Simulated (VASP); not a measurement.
Crystal: Zn4W.

```
CELL_PARAMETERS angstrom
7.10797 0.00000 0.00000
0.00000 7.10797 0.00000
0.00000 0.00000 2.63909
ATOMIC_POSITIONS crystal
Zn 0.32357 0.00000 0.50000
Zn 0.67643 0.00000 0.50000
Zn 0.00000 0.32357 0.50000
Zn 0.00000 0.67643 0.50000
W 0.00000 0.00000 0.00000
```

The cell was generated, and may not be a known phase.

```yaml
Program: VASP 6.6.1
Task: relaxation of cell and atoms
Functional: PBE
Potentials_or_basis: VASP PAW PBE potentials, release 64 (Zn, W_sv)
Cutoff: 600 eV
k_mesh: 4 × 4 × 6
Occupations: gaussian, width 0.1 eV
Spin: no spin polarisation
```

At the start: pressure -0.7 GPa; volume 26.67 Å³/atom.

Question: How do energy, volume and symmetry change on relaxing?

Answer: Over 6 steps the energy falls by 27.0 meV/atom and the volume is 26.58 Å³/atom (-0.3 %); space group P4/mmm (No. 123, to 0.1 Å) before and after.

The path:
```csv
step,energy change (eV),largest force (eV/Å),pressure (GPa),volume (Å³)
1,0.0000,0.2884,-0.72,133.34
2,-0.1202,0.2213,1.25,130.89
3,-0.1246,0.2323,0.88,131.25
4,-0.1336,0.0012,-0.37,133.72
5,-0.1343,0.0465,-0.11,133.20
6,-0.1348,0.0222,-0.06,132.92
```

Final structure:
```
CELL_PARAMETERS angstrom
7.23142 0.00000 0.00000
0.00000 7.23142 0.00000
0.00000 0.00000 2.54180
ATOMIC_POSITIONS crystal
Zn 0.32692 0.00000 0.50000
Zn 0.67308 0.00000 0.50000
Zn 0.00000 0.32692 0.50000
Zn 0.00000 0.67308 0.50000
W 0.00000 0.00000 0.00000
```

Caveat: the k points lie up to 0.41 Å⁻¹ apart in the final cell, too coarse for converged energies and pressures of a metal.
